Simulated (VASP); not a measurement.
# AgCl (Pm-3m) in VASP: notebook

AgCl is run at these levels: PBE; tasks: single point.

Everything below comes from runs of VASP 6.6.1. Logs are shortened: lines on timing, memory, paths and dates and some standing lists are left out, and cuts for length are marked.

### 1 The cell of the first run

It takes space group Pm-3m (No. 221, cubic). The conventional cell has a = 3.361 Å, b = 3.361 Å, c = 3.361 Å, α = 90.00°, β = 90.00°, γ = 90.00°. Within 3.8 Å of Ag (site symmetry m-3m) lie 8 Cl at 2.91 Å and 6 Ag at 3.36 Å. Within 3.8 Å of Cl (site symmetry m-3m) lie 8 Ag at 2.91 Å and 6 Cl at 3.36 Å.

### 2 Single point, PBE (18.98 Å³/atom)

File INCAR:

```
SYSTEM = AgCl
PREC = Accurate
ENCUT = 520
EDIFF = 1E-6
ISMEAR = 0
SIGMA = 0.01
LREAL = .False.
LASPH = .True.
NELM = 100
ALGO = Normal
ISIF = 2
LWAVE = .False.
LCHARG = .False.
GGA = PE
NBANDS = 16
```

File KPOINTS:

```
regular mesh
0
Gamma
  6 6 6
  0 0 0
```

File POSCAR:

```
AgCl
1.0
    3.3608056584      0.0000000000      0.0000000000
    0.0000000000      3.3608056584      0.0000000000
    0.0000000000      0.0000000000      3.3608056584
Ag Cl
1 1
Direct
    0.0000000000      0.0000000000      0.0000000000
    0.5000000000      0.5000000000      0.5000000000
```

Potentials or basis: VASP PAW PBE potentials, release 64 (Ag, Cl).

On the command line:

```bash
> cat potpaw_PBE.64/Ag/POTCAR potpaw_PBE.64/Cl/POTCAR > POTCAR
> mpirun -np 1 vasp_std > vasp.out
```

OUTCAR:

```text
SYSTEM = AgCl
   PREC = Accurate
   ENCUT = 520
   EDIFF = 1E-6
   ISMEAR = 0
   LREAL = .False.
   LASPH = .True.
   NELM = 100
   ISIF = 2
   GGA = PE

 ion  position               nearest neighbor table
   1  0.000  0.000  0.000-   2 2.91   2 2.91   2 2.91   2 2.91   2 2.91   2 2.91   2 2.91   2 2.91

   2  0.500  0.500  0.500-   1 2.91   1 2.91   1 2.91   1 2.91   1 2.91   1 2.91   1 2.91   1 2.91

  LATTYP: Found a simple cubic cell.
 ALAT       =     3.3608056584

  Lattice vectors:

 A1 = (   3.3608056584,   0.0000000000,   0.0000000000)
 A2 = (   0.0000000000,   3.3608056584,   0.0000000000)
 A3 = (   0.0000000000,   0.0000000000,   3.3608056584)

Analysis of symmetry for initial positions (statically):
=====================================================================
 Subroutine PRICEL returns:
 Original cell was already a primitive cell.

 Routine SETGRP: Setting up the symmetry group for a
 simple cubic supercell.

 Subroutine GETGRP returns: Found 48 space group operations
 (whereof 48 operations were pure point group operations)
 out of a pool of 48 trial point group operations.

The static configuration has the point symmetry O_h .

Analysis of symmetry for dynamics (positions and initial velocities):
=====================================================================
 Subroutine PRICEL returns:
 Original cell was already a primitive cell.

 Routine SETGRP: Setting up the symmetry group for a
 simple cubic supercell.

 Subroutine GETGRP returns: Found 48 space group operations
 (whereof 48 operations were pure point group operations)
 out of a pool of 48 trial point group operations.

The dynamic configuration has the point symmetry O_h .

 Subroutine INISYM returns: Found 48 space group operations
 (whereof 48 operations are pure point group operations),
 and found     1 'primitive' translations

----------------------------------------------------------------------------------------

                                     Primitive cell

  volume of cell :      37.9603

  direct lattice vectors                    reciprocal lattice vectors
     3.360805658  0.000000000  0.000000000     0.297547702  0.000000000  0.000000000
     0.000000000  3.360805658  0.000000000     0.000000000  0.297547702  0.000000000
     0.000000000  0.000000000  3.360805658     0.000000000  0.000000000  0.297547702

  length of vectors
     3.360805658  3.360805658  3.360805658     0.297547702  0.297547702  0.297547702

  position of ions in fractional coordinates (direct lattice)
     0.000000000  0.000000000  0.000000000
     0.500000000  0.500000000  0.500000000

  ion indices of the primitive-cell ions
   primitive index   ion index
                 1           1
                 2           2

----------------------------------------------------------------------------------------

 KPOINTS: regular mesh

Automatic generation of k-mesh.
 Grid dimensions read from file:
 generate k-points for:    6    6    6

 Generating k-lattice:

  Cartesian coordinates                     Fractional coordinates (reciprocal lattice)
     0.049591284  0.000000000  0.000000000     0.166666667  0.000000000  0.000000000
     0.000000000  0.049591284  0.000000000     0.000000000  0.166666667  0.000000000
     0.000000000  0.000000000  0.049591284     0.000000000  0.000000000  0.166666667

  Length of vectors
     0.049591284  0.049591284  0.049591284

  Shift w.r.t. Gamma in fractional coordinates (k-lattice)
     0.000000000  0.000000000  0.000000000

 Subroutine IBZKPT returns following result:
 ===========================================

 Found     20 irreducible k-points:

 Following reciprocal coordinates:
            Coordinates               Weight
  0.000000  0.000000  0.000000      1.000000
  0.166667  0.000000  0.000000      6.000000
  0.333333  0.000000  0.000000      6.000000
  0.500000  0.000000  0.000000      3.000000
  0.166667  0.166667  0.000000     12.000000
  0.333333  0.166667  0.000000     24.000000
[... 12 lines left out ...]
  0.500000  0.500000  0.333333      6.000000
  0.500000  0.500000  0.500000      1.000000
   k-points           NKPTS =     20   k-points in BZ     NKDIM =     20   number of bands    NBANDS=     16
   number of dos      NEDOS =    301   number of ions     NIONS =      2
   total plane-waves  NPLWV =  21952
   dimension x,y,z NGX =    28 NGY =   28 NGZ =   28
   dimension x,y,z NGXF=    56 NGYF=   56 NGZF=   56
   ions per type =               1   1
   NGX,Y,Z   is equivalent  to a cutoff of  13.85, 13.85, 13.85 a.u.
   NGXF,Y,Z  is equivalent  to a cutoff of  27.70, 27.70, 27.70 a.u.
 SYSTEM =  AgCl
   PREC   = accura    normal or accurate (medium, high low for compatibility)
   ISTART =      0    job   : 0-new  1-cont  2-samecut
   ICHARG =      2    charge: 1-file 2-atom 10-const
   ISPIN  =      1    spin polarized calculation?
   LNONCOLLINEAR =      F non collinear calculations
   LSORBIT =      F    spin-orbit coupling
   LASPH  =      T    aspherical Exc in radial PAW
   ENCUT  =  520.0 eV  38.22 Ry    6.18 a.u.   6.25  6.25  6.25*2*pi/ulx,y,z
   NELM   =    100;   NELMIN=  2; NELMDL= -5     # of ELM steps
   EDIFF  = 0.1E-05   stopping-criterion for ELM
   LREAL  =      F    real-space projection
   EDIFFG = 0.1E-04   stopping-criterion for IOM
   NSW    =      0    number of steps for IOM
   IBRION =     -1    ionic relax: 0-MD 1-quasi-New 2-CG
   NFREE  =      0    steps in history (QN), initial steepest desc. (CG)
   ISIF   =      2    stress and relaxation
   ISYM   =      2    0-nonsym 1-usesym 2-fastsym
   POTIM  = 0.5000    time-step for ionic-motion
   TEBEG  =    0.0;   TEEND  =   0.0 temperature during run
   PSTRESS=    0.0 pullay stress
   NELECT =      18.0000    total number of electrons
   NUPDOWN=      -1.0000    fix difference up-down
   EMIN   =  10.00;   EMAX   =-10.00  energy-range for DOS
   EFERMI =   0.00;   METHOD = LEGACY
   ISMEAR =     0;   SIGMA  =   0.01  broadening in eV -4-tet -1-fermi 0-gaus
   EFERMI_NEDOS =   21; number of points for ismear=-14 and -15
   IALGO  =     38    algorithm
   IMIX   =      4    mixing-type and parameters
     AMIX     =   0.40;   BMIX     =  1.00
     AMIX_MAG =   1.60;   BMIX_MAG =  1.00
  volume/ion in A,a.u.               =      18.98       128.08
  Fermi-wavevector in a.u.,A,eV,Ry     =   1.276602  2.412428 22.173595  1.629713
  Thomas-Fermi vector in A             =   2.409249
   LORBIT       =      0    0 simple, 1 ext, 2 COOP (PROOUT), +10 PAW based schemes
   GGA     = PE    functional components
   LHFCALC =     F    Hartree Fock is set to
   AEXX    =    0.0000 exact exchange contribution
   IVDW    =     0    specifies the selected vdW correction
   LEPSILON=     F    determine dielectric tensor
   LRPA    =     F    only Hartree local field effects (RPA)
 non-spin polarized calculation
 Gauss-broadening in eV      SIGMA  =   0.01
  energy-cutoff  :      520.00
  volume of cell :       37.96
 maximum number of plane-waves:      1064
 NGX is ok and might be reduce to    28
   NGX = 13   NGY = 13   NGZ = 13

 number of electron      17.9999996 magnetization

 Free energy of the ion-electron system (eV)
  ---------------------------------------------------
  ext. energy  EPLUGINS =         0.00000000
  ---------------------------------------------------
  free energy    TOTEN  =        -5.09628724 eV

  energy without entropy =       -5.09628724  energy(sigma->0) =       -5.09628724

 E-fermi :   4.8449     XC(G=0): -10.7321

 val. band max:        4.7172898243   @ k =   0.5000   0.0000   0.0000
 cond. band min:       5.3158005519   @ k =   0.0000   0.0000   0.0000
 fundamental gap:      0.5985107276
 Fermi energy:         4.8449242749

 k-point     1 :       0.0000    0.0000    0.0000
  band No.  band energies     occupation
      1     -10.2687      2.00000
      2       1.7173      2.00000
      3       1.7173      2.00000
      4       2.7922      2.00000
      5       2.7922      2.00000
      6       2.7922      2.00000
[... 8 lines left out ...]
     15      18.8743      0.00000
     16      21.2666      0.00000

 k-point     2 :       0.1667    0.0000    0.0000
  band No.  band energies     occupation
      1     -10.1424      2.00000
      2       1.1744      2.00000
      3       1.7597      2.00000
      4       2.1994      2.00000
      5       2.1994      2.00000
      6       2.5377      2.00000
[... 8 lines left out ...]
     15      18.2948      0.00000
     16      21.1390      0.00000

 k-point     3 :       0.3333    0.0000    0.0000
  band No.  band energies     occupation
      1      -9.8668      2.00000
      2      -0.2157      2.00000
      3       1.7373      2.00000
      4       1.7373      2.00000
      5       1.8465      2.00000
      6       2.8368      2.00000
[... 8 lines left out ...]
     15      20.0050      0.00000
     16      20.8905      0.00000

 k-point     4 :       0.5000    0.0000    0.0000
  band No.  band energies     occupation
      1      -9.7149      2.00000
      2      -0.8174      2.00000
      3       1.5737      2.00000
      4       1.5737      2.00000
      5       1.8910      2.00000
      6       2.8518      2.00000
[... 8 lines left out ...]
     15      20.7693      0.00000
     16      20.8586      0.00000
[... 248 lines left out ...]
 k-point    18 :       0.5000    0.3333    0.3333
  band No.  band energies     occupation
      1      -9.1586      2.00000
      2       0.1341      2.00000
      3       0.3127      2.00000
      4       0.8385      2.00000
      5       2.7335      2.00000
      6       2.8947      2.00000
[... 8 lines left out ...]
     15      19.5257      0.00000
     16      21.3784      0.00000

 k-point    19 :       0.5000    0.5000    0.3333
  band No.  band energies     occupation
      1      -9.0476      2.00000
      2       0.0933      2.00000
      3       0.0933      2.00000
      4       0.4419      2.00000
      5       2.8396      2.00000
      6       3.1510      2.00000
[... 8 lines left out ...]
     15      21.9777      0.00000
     16      21.9777      0.00000

 k-point    20 :       0.5000    0.5000    0.5000
  band No.  band energies     occupation
      1      -8.9285      2.00000
      2      -0.0458      2.00000
      3      -0.0458      2.00000
      4      -0.0458      2.00000
      5       3.1561      2.00000
      6       3.1561      2.00000
[... 8 lines left out ...]
     15      22.8087      0.00000
     16      22.8087      0.00000

------------------------ aborting loop because EDIFF is reached ----------------------------------------

  FORCE on cell =-STRESS in cart. coord.  units (eV):
  Direction    XX          YY          ZZ          XY          YZ          ZX
  --------------------------------------------------------------------------------------
  -------------------------------------------------------------------------------------
  Total        0.7884394      0.7884394      0.7884394     -0.0000000      0.0000000     -0.0000000
  in kB       33.2773491     33.2773491     33.2773491     -0.0000000      0.0000000     -0.0000000
  external PRESSURE =      33.2773491 kB  Pullay stress =       0.0000000 kB

 VOLUME and BASIS-vectors are now :
 -----------------------------------------------------------------------------
  energy-cutoff  :      520.00
  volume of cell :       37.96
      direct lattice vectors                 reciprocal lattice vectors
     3.360805658  0.000000000  0.000000000     0.297547702  0.000000000  0.000000000
     0.000000000  3.360805658  0.000000000     0.000000000  0.297547702  0.000000000
     0.000000000  0.000000000  3.360805658     0.000000000  0.000000000  0.297547702

 POSITION                                       TOTAL-FORCE (eV/Angst)
 -----------------------------------------------------------------------------------
      0.00000      0.00000      0.00000         0.000000      0.000000      0.000000
      1.68040      1.68040      1.68040         0.000000      0.000000      0.000000
 -----------------------------------------------------------------------------------
    total drift:                               -0.000000      0.000000      0.000000

  FREE ENERGIE OF THE ION-ELECTRON SYSTEM (eV)
  ---------------------------------------------------
  free  energy   TOTEN  =        -5.0962872350 eV

  energy  without entropy=       -5.0962872350  energy(sigma->0) =       -5.09628724
```

It took 19 s on 1 thread of Intel Xeon 8259CL, shared host; peak memory 0.16 GiB.

What came out:

| Quantity | Value |
| --- | --- |
| Free energy | -5.0963 eV |
| Pressure | 3.3 GPa |
| Band gap on the k mesh | 0.60 eV (least direct gap 2.31 eV) |

Levels at points of the mesh, in eV from the valence-band top:
| k point | band 5 | band 6 | band 7 | band 8 | band 9 | band 10 | band 11 | band 12 | band 13 | band 14 |
| --- | --- | --- | --- | --- | --- | --- | --- | --- | --- | --- |
| (0.00, 0.00, 0.00) | -1.93 | -1.93 | -1.71 | -1.71 | -1.71 | 0.60 | 9.35 | 9.35 | 14.16 | 14.16 |
| (0.50, 0.00, 0.00) | -2.83 | -1.87 | -1.52 | 0.00 | 0.00 | 4.94 | 5.82 | 9.18 | 10.01 | 10.01 |
| (0.50, 0.50, 0.00) | -2.26 | -2.26 | -2.25 | -1.58 | -1.02 | 2.76 | 9.19 | 9.19 | 10.68 | 13.84 |
| (0.50, 0.50, 0.50) | -1.56 | -1.56 | -0.17 | -0.17 | -0.17 | 4.59 | 4.59 | 4.59 | 7.08 | 18.09 |

Caveat: the cell stands under pressure. A k mesh can miss the band edges.

### 3 Single point, PBE

This run uses another cell than the first one, of 20.19 Å³/atom.

File INCAR:

```
  ALGO = Normal
  EDIFF = 1E-6
  ENCUT = 520
  GGA = PE
  ISIF = 2
  ISMEAR = 0
  LASPH = T
  LCHARG = T
  LELF = T
  LREAL = F
  LVHAR = T
  LWAVE = F
  NBANDS = 16
  NELM = 100
  PREC = Accurate
  SIGMA = 0.01
```

File KPOINTS:

```
k-points
0
Gamma
  6 6 6
```

File POSCAR:

```
AgCl
1.0
    3.4308425043      0.0000000000      0.0000000000
    0.0000000000      3.4308425043      0.0000000000
    0.0000000000      0.0000000000      3.4308425043
Ag Cl
1 1
Direct
    0.0000000000      0.0000000000      0.0000000000
    0.5000000000      0.5000000000      0.5000000000
```

Potentials or basis: VASP PAW PBE potentials, release 64 (Ag, Cl).

On the command line:

```bash
> cat potpaw_PBE.64/Ag/POTCAR potpaw_PBE.64/Cl/POTCAR > POTCAR
> mpirun -np 1 vasp_std > vasp.out
```

It took 20 s on 1 thread of Intel Xeon 8259CL, shared host; peak memory 0.16 GiB.

Results (log left out):

- Free energy: -5.1202 eV
- Pressure: -0.1 GPa
- Band gap on the k mesh: 0.57 eV (least direct gap 2.08 eV)

Levels at points of the mesh, in eV from the valence-band top:
| k point | band 5 | band 6 | band 7 | band 8 | band 9 | band 10 | band 11 | band 12 | band 13 | band 14 |
| --- | --- | --- | --- | --- | --- | --- | --- | --- | --- | --- |
| (0.00, 0.00, 0.00) | -1.79 | -1.79 | -1.51 | -1.51 | -1.51 | 0.57 | 9.43 | 9.43 | 13.68 | 13.68 |
| (0.50, 0.00, 0.00) | -2.58 | -1.73 | -1.42 | 0.00 | 0.00 | 4.91 | 5.52 | 9.42 | 10.02 | 10.02 |
| (0.50, 0.50, 0.00) | -2.10 | -2.07 | -2.07 | -1.49 | -0.88 | 2.81 | 8.94 | 8.94 | 10.62 | 13.74 |
| (0.50, 0.50, 0.50) | -1.47 | -1.47 | -0.17 | -0.17 | -0.17 | 4.79 | 4.79 | 4.79 | 6.77 | 17.46 |

### 4 Single point, PBE (19.59 Å³/atom)

This run uses another cell than the first one, of 19.59 Å³/atom.

File INCAR:

```
SYSTEM = AgCl
ALGO = Normal ; EDIFF = 1E-6
ENCUT = 520 ; GGA = PE
ISIF = 2 ; ISMEAR = 0
LASPH = .True. ; LCHARG = .False.
LREAL = .False. ; LWAVE = .False.
NBANDS = 16 ; NELM = 100
PREC = Accurate ; SIGMA = 0.01
```

File KPOINTS:

```
k-points
0
Gamma
  6 6 6
  0 0 0
```

File POSCAR:

```
AgCl
1.0
    3.3961851600      0.0000000000      0.0000000000
    0.0000000000      3.3961851600      0.0000000000
    0.0000000000      0.0000000000      3.3961851600
Ag Cl
1 1
Direct
    0.0000000000      0.0000000000      0.0000000000
    0.5000000000      0.5000000000      0.5000000000
```

On the command line:

```bash
> cat potpaw_PBE.64/Ag/POTCAR potpaw_PBE.64/Cl/POTCAR > POTCAR
> mpirun -np 1 vasp_std > vasp.out
```

It took 19 s on 1 thread of Intel Xeon 8259CL, shared host; peak memory 0.16 GiB.

The run converged. Its results:

```yaml
Free_energy: -5.1148 eV
Pressure: 1.4 GPa
Band_gap_on_the_k_mesh: 0.58 eV (least direct gap 2.19 eV)
```

Levels at points of the mesh, in eV from the valence-band top:
| k point | band 7 | band 8 | band 9 | band 10 | band 11 | band 12 |
| --- | --- | --- | --- | --- | --- | --- |
| (0.00, 0.00, 0.00) | -1.61 | -1.61 | -1.61 | 0.58 | 9.40 | 9.40 |
| (0.50, 0.00, 0.00) | -1.47 | 0.00 | 0.00 | 4.92 | 5.67 | 9.31 |
| (0.50, 0.50, 0.00) | -2.16 | -1.53 | -0.95 | 2.78 | 9.06 | 9.06 |
| (0.50, 0.50, 0.50) | -0.17 | -0.17 | -0.17 | 4.69 | 4.69 | 4.69 |

A k mesh can miss the band edges.

### 5 Overview

```csv
cell,gap on the mesh (eV),pressure (GPa)
"a = 3.361 Å, 2 atoms",0.60,3.3
"a = 3.431 Å, 2 atoms",0.57,-0.1
"a = 3.396 Å, 2 atoms",0.58,1.4
```

Alike in all rows: task single point; level PBE; potentials or basis VASP PAW PBE potentials, release 64 (Ag, Cl); no spin polarisation; k mesh 6 × 6 × 6; cutoff (eV) 520; smearing gaussian 0.01 eV.

Caveats: the cell stands under pressure (at least some runs).

Total energies depend on the potentials used, so only differences within one code and one set of settings carry meaning.
